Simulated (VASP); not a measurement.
# CdSnTe2 (R-3m) in VASP: notebook, part 2 of 2

VASP 6.6.1.

## 3. Single point, LDA

File INCAR:

```
ALGO = Normal ; EDIFF = 1E-6
ENCUT = 520 ; GGA = CA
ISIF = 2 ; ISMEAR = 1
LASPH = T ; LCHARG = F
LREAL = F ; LWAVE = F
NBANDS = 27 ; NELM = 100
PREC = Accurate ; SIGMA = 0.1
```

File KPOINTS:

```
k-points
0
Gamma
  6 6 6
```

File POSCAR:

```
CdSnTe2
1.0
    2.2419870046      1.2944118006      7.1076178158
   -2.2419870046      1.2944118006      7.1076178158
    0.0000000000     -2.5888236013      7.1076178158
Te Sn Cd
2 1 1
Direct
    0.2544020000      0.2544020000      0.2544020000
    0.7455980000      0.7455980000      0.7455980000
    0.5000000000      0.5000000000      0.5000000000
    0.0000000000      0.0000000000      0.0000000000
```

Potentials or basis: VASP PAW LDA potentials, release 64 (Te, Sn_d, Cd).

The run is started by

```sh
$ cat potpaw_LDA.64/Te/POTCAR potpaw_LDA.64/Sn_d/POTCAR potpaw_LDA.64/Cd/POTCAR > POTCAR
$ mpirun -np 1 vasp_std > vasp.out
```

OUTCAR:

```text
EDIFF = 1E-6
   ENCUT = 520
   GGA = CA
   ISIF = 2
   ISMEAR = 1
   LASPH = T
   LREAL = F
   NELM = 100
   PREC = Accurate

 ion  position               nearest neighbor table
   1  0.254  0.254  0.254-   4 3.09   4 3.09   4 3.09   3 3.19   3 3.19   3 3.19
   2  0.746  0.746  0.746-   4 3.09   4 3.09   4 3.09   3 3.19   3 3.19   3 3.19
   3  0.500  0.500  0.500-   1 3.19   1 3.19   2 3.19   2 3.19   1 3.19   2 3.19
   4  0.000  0.000  0.000-   2 3.09   2 3.09   1 3.09   1 3.09   2 3.09   1 3.09

[... 913 lines left out ...]
     27      11.2908      0.00000

 [... further k-points ...]
[... 5 lines left out ...]
  --------------------------------------------------------------------------------------
  -------------------------------------------------------------------------------------
  Total       -3.2236020     -3.2236020     -3.0172848      0.0000000      0.0000000      0.0000000
  in kB      -41.7321854    -41.7321854    -39.0612394      0.0000000      0.0000000      0.0000000
  external PRESSURE =     -40.8418701 kB  Pullay stress =       0.0000000 kB

 VOLUME and BASIS-vectors are now :
 -----------------------------------------------------------------------------
  energy-cutoff  :      520.00
  volume of cell :      123.76
      direct lattice vectors                 reciprocal lattice vectors
     2.241987005  1.294411801  7.107617816     0.223016458  0.128758612  0.046898038
    -2.241987005  1.294411801  7.107617816    -0.223016458  0.128758612  0.046898038
     0.000000000 -2.588823601  7.107617816     0.000000000 -0.257517224  0.046898038

 POSITION                                       TOTAL-FORCE (eV/Angst)
 -----------------------------------------------------------------------------------
      0.00000     -0.00000      5.42458         0.000000     -0.000000      0.079900
      0.00000     -0.00000     15.89828         0.000000      0.000000     -0.079900
      0.00000     -0.00000     10.66143         0.000000     -0.000000      0.000000
      0.00000      0.00000      0.00000        -0.000000     -0.000000     -0.000000
 -----------------------------------------------------------------------------------
    total drift:                                0.000000      0.000000      0.000000

  FREE ENERGIE OF THE ION-ELECTRON SYSTEM (eV)
  ---------------------------------------------------
  free  energy   TOTEN  =       -14.4800564443 eV

  energy  without entropy=      -14.4804522071  energy(sigma->0) =      -14.48018837
```

stdout:

```text
POSCAR found type information on POSCAR TeSnCd
 POSCAR found :  3 types and       4 ions
 scaLAPACK will be used
 LDA part: xc-table for (Slater(with rela. corr.)+CA(PZ))
 , standard interpolation
 POSCAR, INCAR and KPOINTS ok, starting setup
 FFT: planning ... GRIDC
 FFT: planning ... GRID_SOFT
 FFT: planning ... GRID
 WAVECAR not read
 entering main loop
```

Wall time 3.9 min (1 thread of Intel Xeon Platinum 8488C (Sapphire Rapids), shared host); peak memory 0.39 GiB.

What came out:

| Property | Result |
| --- | --- |
| Free energy | -14.4801 eV |
| Pressure | -4.1 GPa |
| Largest force | 0.080 eV/Å |
| Band gap on the k mesh | zero (band 19 reaches 5.02 eV, above the bottom of band 20 at 4.51 eV) |

Forces on the atoms (eV/Å):
```
Te   0.000  0.000  0.080
Te   0.000  0.000 -0.080
Sn   0.000  0.000  0.000
Cd   0.000  0.000  0.000
```

Stress tensor (GPa, compression positive):
```
-4.17  0.00  0.00
 0.00 -4.17  0.00
 0.00  0.00 -3.91
```

Levels at points of the mesh, in eV from the Fermi level:
```csv
k point,band 15,band 16,band 17,band 18,band 19,band 20,band 21,band 22,band 23,band 24
"(0.00, 0.00, 0.00)",-1.42,-1.42,-1.28,-1.03,-1.03,1.03,1.51,1.51,2.22,5.06
"(0.50, 0.00, 0.00)",-3.09,-3.07,-2.30,-2.15,-1.33,-0.49,3.17,3.38,3.96,5.22
"(0.50, 0.50, 0.00)",-3.79,-2.97,-2.80,-0.94,-0.88,1.10,1.68,1.93,2.41,3.15
"(0.50, 0.50, 0.50)",-1.33,-1.33,-1.22,-1.22,0.03,0.54,2.07,2.07,3.22,3.38
```

Caveat: spin-orbit coupling is left out, which moves the levels of the heavy elements.

## 4. Single point, LDA

File INCAR:

```
PREC = Accurate ; ENCUT = 520
EDIFF = 1E-6 ; ISMEAR = 1
SIGMA = 0.1 ; LREAL = False
LASPH = True ; NELM = 60
ALGO = Normal ; ISIF = 2
LWAVE = False ; LCHARG = False
NBANDS = 27
```

File KPOINTS:

```
regular mesh
0
Gamma
  6 6 6
```

POSCAR is that of step 3.

Potentials or basis: VASP PAW LDA potentials, release 64 (Te, Sn_d, Cd).

The run is started by

```sh
$ cat potpaw_LDA.64/Te/POTCAR potpaw_LDA.64/Sn_d/POTCAR potpaw_LDA.64/Cd/POTCAR > POTCAR
$ mpirun -np 1 vasp_std > vasp.out
```

OUTCAR:

```text
PREC = Accurate
   ENCUT = 520
   EDIFF = 1E-6
   ISMEAR = 1
   LREAL = False
   LASPH = True
   NELM = 60
   ISIF = 2

 ion  position               nearest neighbor table
   1  0.254  0.254  0.254-   4 3.09   4 3.09   4 3.09   3 3.19   3 3.19   3 3.19
   2  0.746  0.746  0.746-   4 3.09   4 3.09   4 3.09   3 3.19   3 3.19   3 3.19
   3  0.500  0.500  0.500-   1 3.19   1 3.19   2 3.19   2 3.19   1 3.19   2 3.19
   4  0.000  0.000  0.000-   2 3.09   2 3.09   1 3.09   1 3.09   2 3.09   1 3.09

  LATTYP: Found a trigonal (rhomboedric) cell.
 ALAT       =     7.5644060344
[... 912 lines left out ...]

 [... further k-points ...]
[... 5 lines left out ...]
  --------------------------------------------------------------------------------------
  -------------------------------------------------------------------------------------
  Total       -3.2236020     -3.2236020     -3.0172848      0.0000000      0.0000000      0.0000000
  in kB      -41.7321854    -41.7321854    -39.0612394      0.0000000      0.0000000      0.0000000
  external PRESSURE =     -40.8418701 kB  Pullay stress =       0.0000000 kB

 VOLUME and BASIS-vectors are now :
 -----------------------------------------------------------------------------
  energy-cutoff  :      520.00
  volume of cell :      123.76
      direct lattice vectors                 reciprocal lattice vectors
     2.241987005  1.294411801  7.107617816     0.223016458  0.128758612  0.046898038
    -2.241987005  1.294411801  7.107617816    -0.223016458  0.128758612  0.046898038
     0.000000000 -2.588823601  7.107617816     0.000000000 -0.257517224  0.046898038

 POSITION                                       TOTAL-FORCE (eV/Angst)
 -----------------------------------------------------------------------------------
      0.00000     -0.00000      5.42458         0.000000     -0.000000      0.079900
      0.00000     -0.00000     15.89828         0.000000      0.000000     -0.079900
      0.00000     -0.00000     10.66143         0.000000     -0.000000      0.000000
      0.00000      0.00000      0.00000        -0.000000     -0.000000     -0.000000
 -----------------------------------------------------------------------------------
    total drift:                                0.000000      0.000000      0.000000

  FREE ENERGIE OF THE ION-ELECTRON SYSTEM (eV)
  ---------------------------------------------------
  free  energy   TOTEN  =       -14.4800564443 eV

  energy  without entropy=      -14.4804522071  energy(sigma->0) =      -14.48018837
```

stdout:

```text
POSCAR found type information on POSCAR TeSnCd
 POSCAR found :  3 types and       4 ions
 scaLAPACK will be used
 LDA part: xc-table for (Slater(with rela. corr.)+CA(PZ))
 , standard interpolation
 POSCAR, INCAR and KPOINTS ok, starting setup
 FFT: planning ... GRIDC
 FFT: planning ... GRID_SOFT
 FFT: planning ... GRID
 WAVECAR not read
 entering main loop
```

Wall time 2.9 min (1 thread of Intel Xeon Platinum 8488C (Sapphire Rapids), shared host); peak memory 0.38 GiB.

What came out:

```
Free energy            : -14.4801 eV
Pressure               : -4.1 GPa
Largest force          : 0.080 eV/Å
Band gap on the k mesh : zero (band 19 reaches 5.02 eV, above the bottom of band 20 at 4.51 eV)
```

Forces on the atoms (eV/Å):
```
Te   0.000  0.000  0.080
Te   0.000  0.000 -0.080
Sn   0.000  0.000  0.000
Cd   0.000  0.000  0.000
```

Stress tensor (GPa, compression positive):
```
-4.17  0.00  0.00
 0.00 -4.17  0.00
 0.00  0.00 -3.91
```

Caveat: spin-orbit coupling is left out, which moves the levels of the heavy elements.
